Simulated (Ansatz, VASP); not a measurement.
# Co in VASP and in Ansatz

INCAR

```
ALGO = Normal
EDIFF = 1E-6
ENCUT = 520
GGA = PE
ISIF = 2
ISMEAR = 0
LASPH = True
LCHARG = False
LREAL = False
LWAVE = False
NBANDS = 16
NELM = 100
PREC = Accurate
SIGMA = 0.1
```

The input KPOINTS:

```
k-points
0
Gamma
  15 15 8
```

Contents of POSCAR:

```
Co
1.0
    2.4583936733      0.0000000000      0.0000000000
   -1.2291968366      2.1290313736      0.0000000000
    0.0000000000      0.0000000000      3.9606917934
Co
2
Direct
    0.3333333333      0.6666666667      0.2500000000
    0.6666666667      0.3333333333      0.7500000000
```

Input for Ansatz:

```yaml
crystal:
  lattice:
    - [2.4583936733, 0.0, 0.0]
    - [-1.2291968366, 2.1290313736, 0.0]
    - [0.0, 0.0, 3.9606917934]
  atoms:
    - { symbol: Co, position: [0.3333333333, 0.6666666667, 0.25] }
    - { symbol: Co, position: [0.6666666667, 0.3333333333, 0.75] }
hamiltonian:
  xc: pbe
  pseudopotentials:
    kind: paw
    azcp:
      Co: "pseudopotentials/Co.paw.azcp"
basis:
  ecutwfc: 420
  fft_grid_basis: typed
kpoints:
  mp_grid: { grid: [15, 15, 8], shift: [0, 0, 0] }
magnetization:
  spin_polarized: false
scf:
  occupations: { method: gaussian, width: 0.1 }
  lower_state_search: "off"
output:
  stress: true
```

Alike in both runs: task single point; functional PBE; k mesh 15 × 15 × 8; occupations gaussian, width 0.1 eV; no spin polarisation.

```csv
,VASP,Ansatz
version,VASP 6.6.1,Ansatz 0.2.0
potentials or method,"VASP PAW PBE potentials, release 64 (Co), cutoff 520 eV","plane waves (420 eV) with PAW, scalar-relativistic"
valence electrons in the cell,18,34
```

Ansatz gave:

| Property | Result |
| --- | --- |
| pressure (GPa) | -0.9 |
| traceless stress, the component that is largest in VASP (GPa) | 0.15 |

Task: Which values does VASP return?

Result: Pressure (GPa): -1.4; traceless stress, the component that is largest in VASP (GPa): 0.05.

VASP's potentials hold 18 valence electrons a cell and Ansatz's 34, so a difference there can come from the potentials and not from the codes.
